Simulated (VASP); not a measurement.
# B (R-3m) in VASP: single point with LDA

Aim: the single point of B with LDA.

Program: VASP 6.6.1. These are calculated values, not measurements. Logs are shortened: lines on timing, memory, paths and dates and some standing lists are left out, and cuts for length are marked.

## 1. The cell of the first run

The structure is trigonal, space group R-3m (No. 166). Conventional cell: a = 4.841 Å, b = 4.841 Å, c = 12.394 Å, α = 90.00°, β = 90.00°, γ = 120.00°. Within 2.2 Å of B (site symmetry m) lie 6 B at 1.66 to 1.78 Å. Within 2.3 Å of B (site symmetry m) lie 7 B at 1.76 to 1.98 Å.

## 2. Single point, LDA

INCAR

```
SYSTEM = B
ALGO     = Normal         ! electronic algorithm
EDIFF    = 1E-7           ! SCF threshold, eV
ENCUT    = 520            ! plane-wave cutoff, eV
ISIF     = 2              ! what is computed and relaxed
ISMEAR   = 0              ! smearing method
LASPH    = .True.         ! aspherical terms in the spheres
LCHARG   = .False.        ! write CHGCAR
LREAL    = .False.        ! projectors in reciprocal space
LWAVE    = .False.        ! write WAVECAR
NBANDS   = 30             ! bands
NELM     = 100            ! most SCF steps
PREC     = Accurate       ! precision mode
SIGMA    = 0.02           ! smearing width, eV
```

KPOINTS

```
k-points
0
Gamma
  9 9 9
  0 0 0
```

POSCAR

```
B
1.0
    2.4204329257      1.3974376012      4.1313945169
   -2.4204329257      1.3974376012      4.1313945169
    0.0000000000     -2.7948752025      4.1313945169
B
12
Direct
    0.0104709463      0.6543041422      0.0104709463
    0.0104709463      0.0104709463      0.6543041422
    0.6543041422      0.0104709463      0.0104709463
    0.9895290537      0.3456958578      0.9895290537
    0.3456958578      0.9895290537      0.9895290537
    0.9895290537      0.9895290537      0.3456958578
    0.2214794888      0.6299796488      0.2214794888
    0.2214794888      0.2214794888      0.6299796488
    0.6299796488      0.2214794888      0.2214794888
    0.7785205112      0.3700203512      0.7785205112
    0.3700203512      0.7785205112      0.7785205112
    0.7785205112      0.7785205112      0.3700203512
```

Potentials or basis: VASP PAW LDA potentials, release 64 (B).

Run with:

```
cat potpaw_LDA.64/B/POTCAR > POTCAR
mpirun -np 1 vasp_std > vasp.out
```

OUTCAR:

```text
SYSTEM = B
   EDIFF = 1E-7
   ENCUT = 520
   ISIF = 2
   ISMEAR = 0
   LASPH = .True.
   LREAL = .False.
   NELM = 100
   PREC = Accurate

 ion  position               nearest neighbor table
   1  0.010  0.654  0.010-   4 1.66   3 1.72   2 1.72   7 1.77  11 1.78  12 1.78
   2  0.010  0.010  0.654-   6 1.66   3 1.72   1 1.72   8 1.77  10 1.78  11 1.78
   3  0.654  0.010  0.010-   5 1.66   1 1.72   2 1.72   9 1.77  10 1.78  12 1.78
   4  0.990  0.346  0.990-   1 1.66   5 1.72   6 1.72  10 1.77   9 1.78   8 1.78
   5  0.346  0.990  0.990-   3 1.66   4 1.72   6 1.72  11 1.77   7 1.78   8 1.78
   6  0.990  0.990  0.346-   2 1.66   4 1.72   5 1.72  12 1.77   9 1.78   7 1.78
   7  0.221  0.630  0.221-  12 1.76  11 1.76   1 1.77   6 1.78   5 1.78   9 1.98   8 1.98
   8  0.221  0.221  0.630-  10 1.76  11 1.76   2 1.77   4 1.78   5 1.78   7 1.98   9 1.98
   9  0.630  0.221  0.221-  12 1.76  10 1.76   3 1.77   6 1.78   4 1.78   7 1.98   8 1.98
  10  0.779  0.370  0.779-   8 1.76   9 1.76   4 1.77   2 1.78   3 1.78  11 1.98  12 1.98
  11  0.370  0.779  0.779-   8 1.76   7 1.76   5 1.77   2 1.78   1 1.78  10 1.98  12 1.98
  12  0.779  0.779  0.370-   7 1.76   9 1.76   6 1.77   3 1.78   1 1.78  10 1.98  11 1.98

  LATTYP: Found a trigonal (rhomboedric) cell.
 ALAT       =     4.9879603097
 COS(alpha) =     0.5290550744

  Lattice vectors:

 A1 = (   2.4204329257,   1.3974376012,   4.1313945169)
 A2 = (  -2.4204329257,   1.3974376012,   4.1313945169)
 A3 = (   0.0000000000,  -2.7948752025,   4.1313945169)

Analysis of symmetry for initial positions (statically):
=====================================================================
 Subroutine PRICEL returns:
 Original cell was already a primitive cell.

 Routine SETGRP: Setting up the symmetry group for a
 trigonal (rhombohedral) supercell.

 Subroutine GETGRP returns: Found 12 space group operations
 (whereof 12 operations were pure point group operations)
 out of a pool of 12 trial point group operations.

The static configuration has the point symmetry D_3d.

Analysis of symmetry for dynamics (positions and initial velocities):
=====================================================================
 Subroutine PRICEL returns:
 Original cell was already a primitive cell.

 Routine SETGRP: Setting up the symmetry group for a
 trigonal (rhombohedral) supercell.

 Subroutine GETGRP returns: Found 12 space group operations
 (whereof 12 operations were pure point group operations)
 out of a pool of 12 trial point group operations.

The dynamic configuration has the point symmetry D_3d.

 Subroutine INISYM returns: Found 12 space group operations
 (whereof 12 operations are pure point group operations),
 and found     1 'primitive' translations

----------------------------------------------------------------------------------------

                                     Primitive cell

  volume of cell :      83.8443

  direct lattice vectors                    reciprocal lattice vectors
     2.420432926  1.397437601  4.131394517     0.206574615  0.119265910  0.080683007
    -2.420432926  1.397437601  4.131394517    -0.206574615  0.119265910  0.080683007
     0.000000000 -2.794875203  4.131394517     0.000000000 -0.238531819  0.080683007

  length of vectors
     4.987960310  4.987960310  4.987960310     0.251807816  0.251807816  0.251807816

  position of ions in fractional coordinates (direct lattice)
     0.010470946  0.654304142  0.010470946
     0.010470946  0.010470946  0.654304142
     0.654304142  0.010470946  0.010470946
     0.989529054  0.345695858  0.989529054
     0.345695858  0.989529054  0.989529054
     0.989529054  0.989529054  0.345695858
     0.221479489  0.629979649  0.221479489
     0.221479489  0.221479489  0.629979649
     0.629979649  0.221479489  0.221479489
     0.778520511  0.370020351  0.778520511
     0.370020351  0.778520511  0.778520511
     0.778520511  0.778520511  0.370020351

  ion indices of the primitive-cell ions
   primitive index   ion index
                 1           1
                 2           2
                 3           3
                 4           4
                 5           5
                 6           6
                 7           7
                 8           8
                 9           9
                10          10
                11          11
                12          12

----------------------------------------------------------------------------------------

 KPOINTS: k-points

Automatic generation of k-mesh.
 Grid dimensions read from file:
 generate k-points for:    9    9    9

 Generating k-lattice:

  Cartesian coordinates                     Fractional coordinates (reciprocal lattice)
     0.022952735  0.013251768  0.008964779     0.111111111  0.000000000  0.000000000
    -0.022952735  0.013251768  0.008964779     0.000000000  0.111111111  0.000000000
     0.000000000 -0.026503535  0.008964779     0.000000000  0.000000000  0.111111111

  Length of vectors
     0.027978646  0.027978646  0.027978646

  Shift w.r.t. Gamma in fractional coordinates (k-lattice)
     0.000000000  0.000000000  0.000000000

 Subroutine IBZKPT returns following result:
 ===========================================

 Found     85 irreducible k-points:

 Following reciprocal coordinates:
            Coordinates               Weight
  0.000000  0.000000  0.000000      1.000000
  0.111111  0.000000  0.000000      6.000000
  0.222222  0.000000  0.000000      6.000000
  0.333333 -0.000000 -0.000000      6.000000
  0.444444  0.000000  0.000000      6.000000
  0.111111  0.111111  0.000000      6.000000
[... 16 lines left out ...]
 -0.333333  0.333333  0.000000      6.000000
  0.444444  0.444444  0.000000      6.000000
 [... further k-points ...]
   k-points           NKPTS =     85   k-points in BZ     NKDIM =     85   number of bands    NBANDS=     30
   number of dos      NEDOS =    301   number of ions     NIONS =     12
   total plane-waves  NPLWV =  64000
   dimension x,y,z NGX =    40 NGY =   40 NGZ =   40
   dimension x,y,z NGXF=    80 NGYF=   80 NGZF=   80
   ions per type =              12
   NGX,Y,Z   is equivalent  to a cutoff of  13.33, 13.33, 13.33 a.u.
   NGXF,Y,Z  is equivalent  to a cutoff of  26.66, 26.66, 26.66 a.u.
 SYSTEM =  B
   PREC   = accura    normal or accurate (medium, high low for compatibility)
   ISTART =      0    job   : 0-new  1-cont  2-samecut
   ICHARG =      2    charge: 1-file 2-atom 10-const
   ISPIN  =      1    spin polarized calculation?
   LNONCOLLINEAR =      F non collinear calculations
   LSORBIT =      F    spin-orbit coupling
   LASPH  =      T    aspherical Exc in radial PAW
   ENCUT  =  520.0 eV  38.22 Ry    6.18 a.u.   9.27  9.27  9.27*2*pi/ulx,y,z
   NELM   =    100;   NELMIN=  2; NELMDL= -5     # of ELM steps
   EDIFF  = 0.1E-06   stopping-criterion for ELM
   LREAL  =      F    real-space projection
   EDIFFG = 0.1E-05   stopping-criterion for IOM
   NSW    =      0    number of steps for IOM
   IBRION =     -1    ionic relax: 0-MD 1-quasi-New 2-CG
   NFREE  =      0    steps in history (QN), initial steepest desc. (CG)
   ISIF   =      2    stress and relaxation
   ISYM   =      2    0-nonsym 1-usesym 2-fastsym
   POTIM  = 0.5000    time-step for ionic-motion
   TEBEG  =    0.0;   TEEND  =   0.0 temperature during run
   PSTRESS=    0.0 pullay stress
   NELECT =      36.0000    total number of electrons
   NUPDOWN=      -1.0000    fix difference up-down
   EMIN   =  10.00;   EMAX   =-10.00  energy-range for DOS
   EFERMI =   0.00;   METHOD = LEGACY
   ISMEAR =     0;   SIGMA  =   0.02  broadening in eV -4-tet -1-fermi 0-gaus
   EFERMI_NEDOS =   21; number of points for ismear=-14 and -15
   IALGO  =     38    algorithm
   IMIX   =      4    mixing-type and parameters
     AMIX     =   0.40;   BMIX     =  1.00
     AMIX_MAG =   1.60;   BMIX_MAG =  1.00
  volume/ion in A,a.u.               =       6.99        47.15
  Fermi-wavevector in a.u.,A,eV,Ry     =   1.235050  2.333906 20.753626  1.525348
  Thomas-Fermi vector in A             =   2.369715
   LORBIT       =      0    0 simple, 1 ext, 2 COOP (PROOUT), +10 PAW based schemes
   GGA     = CA    functional components
   LHFCALC =     F    Hartree Fock is set to
   AEXX    =    0.0000 exact exchange contribution
   IVDW    =     0    specifies the selected vdW correction
   LEPSILON=     F    determine dielectric tensor
   LRPA    =     F    only Hartree local field effects (RPA)
 non-spin polarized calculation
 Gauss-broadening in eV      SIGMA  =   0.02
  energy-cutoff  :      520.00
  volume of cell :       83.84
 maximum number of plane-waves:      2276
 NGX is ok and might be reduce to    40
   NGX = 19   NGY = 19   NGZ = 19

 number of electron      36.0000000 magnetization

 Free energy of the ion-electron system (eV)
  ---------------------------------------------------
  ext. energy  EPLUGINS =         0.00000000
  ---------------------------------------------------
  free energy    TOTEN  =       -89.60986686 eV

  energy without entropy =      -89.60986686  energy(sigma->0) =      -89.60986686

 E-fermi :   6.4344     XC(G=0): -11.8377

 val. band max:        6.3240965620   @ k =   0.4444   0.4444   0.4444
 cond. band min:       7.7082541519   @ k =   0.0000   0.0000   0.0000
 fundamental gap:      1.3841575899
 Fermi energy:         6.4344322089

 k-point     1 :       0.0000    0.0000    0.0000
  band No.  band energies     occupation
      1     -10.0008      2.00000
      2      -4.1339      2.00000
      3      -3.8798      2.00000
      4      -3.8798      2.00000
      5      -2.9852      2.00000
      6      -2.2585      2.00000
[... 22 lines left out ...]
     29      16.2792      0.00000
     30      16.7252      0.00000

 k-point     2 :       0.1111    0.0000    0.0000
  band No.  band energies     occupation
      1      -9.9303      2.00000
      2      -4.5934      2.00000
      3      -4.1691      2.00000
      4      -4.0142      2.00000
      5      -2.6873      2.00000
      6      -2.1705      2.00000
[... 22 lines left out ...]
     29      15.8039      0.00000
     30      16.4545      0.00000

 k-point     3 :       0.2222    0.0000    0.0000
  band No.  band energies     occupation
      1      -9.7270      2.00000
      2      -5.5770      2.00000
      3      -4.2607      2.00000
      4      -4.2576      2.00000
      5      -2.9483      2.00000
      6      -1.9085      2.00000
[... 22 lines left out ...]
     29      15.2708      0.00000
     30      15.8290      0.00000

 k-point     4 :       0.3333   -0.0000   -0.0000
  band No.  band energies     occupation
      1      -9.4274      2.00000
      2      -6.4424      2.00000
      3      -4.4550      2.00000
      4      -4.3381      2.00000
      5      -3.2096      2.00000
      6      -1.9958      2.00000
[... 616 lines left out ...]
     29      15.6846      0.00000
     30      15.8485      0.00000

 k-point    23 :      -0.3333    0.3333    0.0000
  band No.  band energies     occupation
      1      -8.8739      2.00000
      2      -6.5250      2.00000
      3      -6.3890      2.00000
      4      -4.7625      2.00000
      5      -2.4933      2.00000
      6      -1.0810      2.00000
[... 22 lines left out ...]
     29      15.5798      0.00000
     30      15.7949      0.00000

 k-point    24 :       0.4444    0.4444    0.0000
  band No.  band energies     occupation
      1      -8.9380      2.00000
      2      -6.7942      2.00000
      3      -5.0824      2.00000
      4      -5.0328      2.00000
      5      -3.8857      2.00000
      6      -2.8907      2.00000
[... 22 lines left out ...]
     29      15.5687      0.00000
     30      15.9149      0.00000

 [... further k-points ...]
[... 5 lines left out ...]
  --------------------------------------------------------------------------------------
  -------------------------------------------------------------------------------------
  Total        0.1845882      0.1845882      0.1520538      0.0000000     -0.0000000     -0.0000000
  in kB        3.5272902      3.5272902      2.9055909      0.0000000     -0.0000000     -0.0000000
  external PRESSURE =       3.3200571 kB  Pullay stress =       0.0000000 kB

 VOLUME and BASIS-vectors are now :
 -----------------------------------------------------------------------------
  energy-cutoff  :      520.00
  volume of cell :       83.84
      direct lattice vectors                 reciprocal lattice vectors
     2.420432926  1.397437601  4.131394517     0.206574615  0.119265910  0.080683007
    -2.420432926  1.397437601  4.131394517    -0.206574615  0.119265910  0.080683007
     0.000000000 -2.794875203  4.131394517     0.000000000 -0.238531819  0.080683007

 POSITION                                       TOTAL-FORCE (eV/Angst)
 -----------------------------------------------------------------------------------
     -1.55836      0.89972      2.78971         0.011485     -0.006631     -0.009516
      0.00000     -1.79943      2.78971         0.000000      0.013262     -0.009516
      1.55836      0.89972      2.78971        -0.011485     -0.006631     -0.009516
      1.55836     -0.89972      9.60448        -0.011485      0.006631      0.009516
     -1.55836     -0.89972      9.60448         0.011485      0.006631      0.009516
      0.00000      1.79943      9.60448         0.000000     -0.013262      0.009516
     -0.98875      0.57085      4.43273         0.012183     -0.007034      0.005536
      0.00000     -1.14171      4.43273         0.000000      0.014067      0.005536
      0.98875      0.57085      4.43273        -0.012183     -0.007034      0.005536
      0.98875     -0.57085      7.96145        -0.012183      0.007034     -0.005536
     -0.98875     -0.57085      7.96145         0.012183      0.007034     -0.005536
      0.00000      1.14171      7.96145         0.000000     -0.014067     -0.005536
 -----------------------------------------------------------------------------------
    total drift:                                0.000000      0.000000     -0.000000

  FREE ENERGIE OF THE ION-ELECTRON SYSTEM (eV)
  ---------------------------------------------------
  free  energy   TOTEN  =       -89.6098668646 eV

  energy  without entropy=      -89.6098668646  energy(sigma->0) =      -89.60986686
```

Wall time 6.6 min (1 thread of AMD EPYC 7R43 (Zen 3), shared host); peak memory 0.24 GiB.

What came out:

| Property | Result |
| --- | --- |
| Free energy | -89.6099 eV |
| Pressure | 0.3 GPa |
| Largest force | 0.016 eV/Å |
| Band gap on the k mesh | 1.38 eV (least direct gap 1.72 eV) |

Forces in eV/Å, atoms in the order of the input:
```
B    0.011 -0.007 -0.010
B    0.000  0.013 -0.010
B   -0.011 -0.007 -0.010
B   -0.011  0.007  0.010
B    0.011  0.007  0.010
B    0.000 -0.013  0.010
B    0.012 -0.007  0.006
B    0.000  0.014  0.006
B   -0.012 -0.007  0.006
B   -0.012  0.007 -0.006
B    0.012  0.007 -0.006
B    0.000 -0.014 -0.006
```

Levels at points of the mesh, in eV from the valence-band top:
```
           k point  band 14  band 15  band 16  band 17  band 18  band 19  band 20  band 21  band 22  band 23
(0.00, 0.00, 0.00)    -4.59    -1.45    -0.78    -0.78    -0.35     1.38     4.68     4.68     4.80     4.80
```

Caveat: an odd mesh through Γ misses points on the zone boundary, where band edges can lie.
